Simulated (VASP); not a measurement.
# KTaO3 in VASP: further runs, part 2 of 2

VASP 6.6.1.

### 4 Single point, LDA (equal xy, yz and zx shear strains of -2 %)

INCAR reads:

```
SYSTEM = KTaO3
ALGO     = Normal         ! electronic algorithm
EDIFF    = 1E-6           ! SCF threshold, eV
ENCUT    = 520            ! plane-wave cutoff, eV
ISIF     = 2              ! what is computed and relaxed
ISMEAR   = -1             ! smearing method
LASPH    = .True.         ! aspherical terms in the spheres
LCHARG   = .False.        ! write CHGCAR
LREAL    = .False.        ! projectors in reciprocal space
LWAVE    = .False.        ! write WAVECAR
NBANDS   = 27             ! bands
NELM     = 60             ! most SCF steps
PREC     = Accurate       ! precision mode
SIGMA    = 0.01           ! smearing width, eV
```

KPOINTS reads:

```
k-points
0
Gamma
  5 5 5
  0 0 0
```

POSCAR reads:

```
KTaO3
1.0
    3.9883000000     -0.0398830000     -0.0398830000
   -0.0398830000      3.9883000000     -0.0398830000
   -0.0398830000     -0.0398830000      3.9883000000
K Ta O
1 1 3
Direct
    0.5000000000      0.5000000000      0.5000000000
    0.0000000000      0.0000000000      0.0000000000
    0.5000000000      0.0000000000      0.0000000000
    0.0000000000      0.5000000000      0.0000000000
    0.0000000000      0.0000000000      0.5000000000
```

Potentials or basis: VASP PAW LDA potentials, release 64 (K_sv, Ta_pv, O).

Started as:

```
cat potpaw_LDA.64/K_sv/POTCAR potpaw_LDA.64/Ta_pv/POTCAR potpaw_LDA.64/O/POTCAR > POTCAR
mpirun -np 1 vasp_std > vasp.out
```

OUTCAR:

```text
SYSTEM = KTaO3
   EDIFF = 1E-6
   ENCUT = 520
   ISIF = 2
   ISMEAR = -1
   LASPH = .True.
   LREAL = .False.
   NELM = 60
   PREC = Accurate

 ion  position               nearest neighbor table
   1  0.500  0.500  0.500-   3 2.79   4 2.79   5 2.79   3 2.79   4 2.79   5 2.79   5 2.85   3 2.85
                             4 2.85   5 2.85   4 2.85   3 2.85   2 3.38   2 3.38   2 3.48   2 3.48
   2  0.000  0.000  0.000-   3 1.99   4 1.99   5 1.99   5 1.99   4 1.99   3 1.99   1 3.38   1 3.38
                             1 3.48   1 3.48   1 3.48   1 3.48   1 3.48   1 3.48
   3  0.500  0.000  0.000-   2 1.99   2 1.99   1 2.79   1 2.79   1 2.85   1 2.85
   4  0.000  0.500  0.000-   2 1.99   2 1.99   1 2.79   1 2.79   1 2.85   1 2.85
   5  0.000  0.000  0.500-   2 1.99   2 1.99   1 2.79   1 2.79   1 2.85   1 2.85
[... 768 lines left out ...]
  Total       -1.7278171     -1.7278171     -1.7278171      0.7870589      0.7870589      0.7870589
  in kB      -43.6491777    -43.6491777    -43.6491777     19.8831664     19.8831664     19.8831664
  external PRESSURE =     -43.6491777 kB  Pullay stress =       0.0000000 kB

 VOLUME and BASIS-vectors are now :
 -----------------------------------------------------------------------------
  energy-cutoff  :      520.00
  volume of cell :       63.42
      direct lattice vectors                 reciprocal lattice vectors
     3.988300000 -0.039883000 -0.039883000     0.250784059  0.002533172  0.002533172
    -0.039883000  3.988300000 -0.039883000     0.002533172  0.250784059  0.002533172
    -0.039883000 -0.039883000  3.988300000     0.002533172  0.002533172  0.250784059

 POSITION                                       TOTAL-FORCE (eV/Angst)
 -----------------------------------------------------------------------------------
      1.95427      1.95427      1.95427        -0.000000      0.000000     -0.000000
      0.00000      0.00000      0.00000         0.000000      0.000000      0.000000
      1.99415     -0.01994     -0.01994         0.000000     -0.000000     -0.000000
     -0.01994      1.99415     -0.01994         0.000000     -0.000000      0.000000
     -0.01994     -0.01994      1.99415        -0.000000      0.000000      0.000000
 -----------------------------------------------------------------------------------
    total drift:                                0.000000     -0.000000      0.000000

  FREE ENERGIE OF THE ION-ELECTRON SYSTEM (eV)
  ---------------------------------------------------
  free  energy   TOTEN  =       -45.0131368912 eV

  energy  without entropy=      -45.0131368912  energy(sigma->0) =      -45.01313689
```

OSZICAR:

```text
N       E                     dE             d eps       ncg     rms          rms(c)
DAV:   1     0.327703216714E+03    0.32770E+03   -0.20766E+04  1026   0.142E+03
DAV:   2    -0.326463640268E+02   -0.36035E+03   -0.34852E+03  1183   0.412E+02
DAV:   3    -0.526624682794E+02   -0.20016E+02   -0.19904E+02  1468   0.941E+01
DAV:   4    -0.533394559221E+02   -0.67699E+00   -0.67582E+00  1636   0.117E+01
DAV:   5    -0.533437883682E+02   -0.43324E-02   -0.43318E-02  1368   0.934E-01    0.339E+01
DAV:   6    -0.453966133424E+02    0.79472E+01   -0.34056E+01  1196   0.390E+01    0.132E+01
DAV:   7    -0.451255199607E+02    0.27109E+00   -0.20733E+00  1371   0.891E+00    0.924E+00
DAV:   8    -0.450332647366E+02    0.92255E-01   -0.41266E-01  1253   0.520E+00    0.260E+00
DAV:   9    -0.450147879473E+02    0.18477E-01   -0.35558E-02  1281   0.152E+00    0.309E-01
DAV:  10    -0.450133171602E+02    0.14708E-02   -0.14147E-02  1354   0.755E-01    0.166E-01
DAV:  11    -0.450131492860E+02    0.16787E-03   -0.17844E-03  1336   0.250E-01    0.461E-02
DAV:  12    -0.450131370978E+02    0.12188E-04   -0.73229E-05  1488   0.670E-02    0.124E-02
DAV:  13    -0.450131368912E+02    0.20656E-06   -0.44349E-06  1355   0.139E-02
   1 F= -.45013137E+02 E0= -.45013137E+02  d E =-.206629E-16
```

Run time: 38 s. Hardware: 1 thread of Intel Xeon 8259CL, shared host; peak memory 0.16 GiB.

What came out:

```yaml
Free_energy: -45.0131 eV
Pressure: -4.4 GPa
Band_gap_on_the_k_mesh: 2.05 eV (least direct gap 2.49 eV)
```

Levels at points of the mesh, in eV from the valence-band top:
```
           k point  band 15  band 16  band 17  band 18  band 19  band 20  band 21  band 22  band 23  band 24
(0.00, 0.00, 0.00)    -0.94    -0.94    -0.54    -0.54    -0.44     2.05     2.15     2.15     6.49     6.86
```

Caveat: the cell differs from its parent crystal (equal xy, yz and zx shear strains of -2 %); the cell stands under tension; spin-orbit coupling is left out, which moves the levels of the heavy elements; an odd mesh through Γ misses points on the zone boundary, where band edges can lie.

### 5 Single point, LDA (equal xy, yz and zx shear strains of +1 %)

INCAR reads:

```
  PREC = Accurate
  ENCUT = 520
  EDIFF = 1E-7
  ISMEAR = -1
  SIGMA = 0.01
  LREAL = F
  LASPH = T
  NELM = 80
  ALGO = Normal
  ISIF = 2
  LWAVE = F
  LCHARG = T
  GGA = CA
  LELF = T
  LVHAR = T
  NBANDS = 27
```

KPOINTS reads:

```
regular mesh
0
Gamma
  5 5 5
```

POSCAR, as its differences from that of step 4:

```diff
@@ -2,5 +2,5 @@
 1.0
-    3.9883000000     -0.0398830000     -0.0398830000
-   -0.0398830000      3.9883000000     -0.0398830000
-   -0.0398830000     -0.0398830000      3.9883000000
+    3.9883000000      0.0199415000      0.0199415000
+    0.0199415000      3.9883000000      0.0199415000
+    0.0199415000      0.0199415000      3.9883000000
 K Ta O
```

Started as:

```
cat potpaw_LDA.64/K_sv/POTCAR potpaw_LDA.64/Ta_pv/POTCAR potpaw_LDA.64/O/POTCAR > POTCAR
mpirun -np 1 vasp_std > vasp.out
```

Run time: 40 s. Hardware: 1 thread of Intel Xeon 8259CL, shared host; peak memory 0.17 GiB.

It converged, with:

```yaml
Free_energy: -45.0307 eV
Pressure: -4.4 GPa
Band_gap_on_the_k_mesh: 2.11 eV (least direct gap 2.60 eV)
```

Stress tensor (GPa, compression positive):
```
-4.42 -0.99 -0.99
-0.99 -4.42 -0.99
-0.99 -0.99 -4.42
```

Levels at points of the mesh, in eV from the valence-band top:
```csv
k point,band 15,band 16,band 17,band 18,band 19,band 20,band 21,band 22,band 23,band 24
"(0.00, 0.00, 0.00)",-0.99,-0.93,-0.55,-0.49,-0.49,2.11,2.11,2.15,6.49,6.87
```

Caveat: the cell differs from its parent crystal (equal xy, yz and zx shear strains of +1 %); the cell stands under tension; spin-orbit coupling is left out, which moves the levels of the heavy elements; an odd mesh through Γ misses points on the zone boundary, where band edges can lie.

### 6 Summary

| cell | gap on the mesh (eV) | pressure (GPa) |
| --- | --- | --- |
| a = 4.028, b = 4.028, c = 3.988 Å, 5 atoms | 2.08 | -8.2 |
| a = 4.108, b = 4.108, c = 3.988 Å, 5 atoms | 1.96 | -14.3 |
| a = 3.989 Å, angles 91.1°, 5 atoms | 2.05 | -4.4 |
| a = 3.988 Å, angles 89.4°, 5 atoms | 2.11 | -4.4 |

Alike in all rows: task single point; level LDA; potentials or basis VASP PAW LDA potentials, release 64 (K_sv, Ta_pv, O); no spin polarisation; k mesh 5 × 5 × 5; cutoff (eV) 520; smearing fermi-dirac 0.01 eV.

Caveats: the cell stands under tension; spin-orbit coupling is left out, which moves the levels of the heavy elements; an odd mesh through Γ misses points on the zone boundary, where band edges can lie.

Total energies depend on the potentials used, so only differences within one code and one set of settings carry meaning.
